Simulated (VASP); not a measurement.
Set up this calculation in VASP 6.6.1, as the native input.

| Item | Value |
| --- | --- |
| Task | single point |
| Functional | PBEsol |
| Potentials or basis | VASP PAW PBE potentials, release 64 (Ru_pv) |
| Cutoff | 520 eV |
| k mesh | 18 × 18 × 10 |
| Occupations | gaussian, width 0.15 eV |
| Spin | no spin polarisation |
| Dipole correction | no |
| Further INCAR settings | ALGO = Normal; EDIFF = 1e-06; NBANDS = 21 |

The structure of Ru lies in POSCAR:

```
Ru
1.0
    2.5014000000      0.0000000000      0.0000000000
   -1.2507000000      2.1662759450      0.0000000000
    0.0000000000      0.0000000000      3.9462000000
Ru
2
Direct
    0.3333333333      0.6666666667      0.2500000000
    0.6666666667      0.3333333333      0.7500000000
```

The input as run:

INCAR

```
SYSTEM = Ru
PREC     = Accurate       ! precision mode
ENCUT    = 520            ! plane-wave cutoff, eV
EDIFF    = 1E-6           ! SCF threshold, eV
ISMEAR   = 0              ! smearing method
SIGMA    = 0.15           ! smearing width, eV
LREAL    = .False.        ! projectors in reciprocal space
LASPH    = .True.         ! aspherical terms in the spheres
NELM     = 80             ! most SCF steps
ALGO     = Normal         ! electronic algorithm
ISIF     = 2              ! what is computed and relaxed
LWAVE    = .False.        ! write WAVECAR
LCHARG   = .False.        ! write CHGCAR
GGA      = PS             ! functional
NBANDS   = 21             ! bands
```

KPOINTS

```
Automatic mesh
0
Gamma
  18 18 10
  0 0 0
```

Potentials or basis: VASP PAW PBE potentials, release 64 (Ru_pv).

Run with:

```bash
$ cat potpaw_PBE.64/Ru_pv/POTCAR > POTCAR
$ mpirun -np 1 vasp_std > vasp.out
```

Results of the run:

```yaml
Pressure: 129.1 GPa
Band_gap_on_the_k_mesh: zero (band 14 reaches 19.75 eV, above the bottom of band 15 at 15.22 eV)
```

Caveat: the PAW data sets were made with another functional, which shifts forces and pressure a little.

Run time: 42 s on 1 thread of Intel(R) Xeon(R) Platinum 8488C (Sapphire Rapids), on a shared host, peak memory 0.19 GiB.
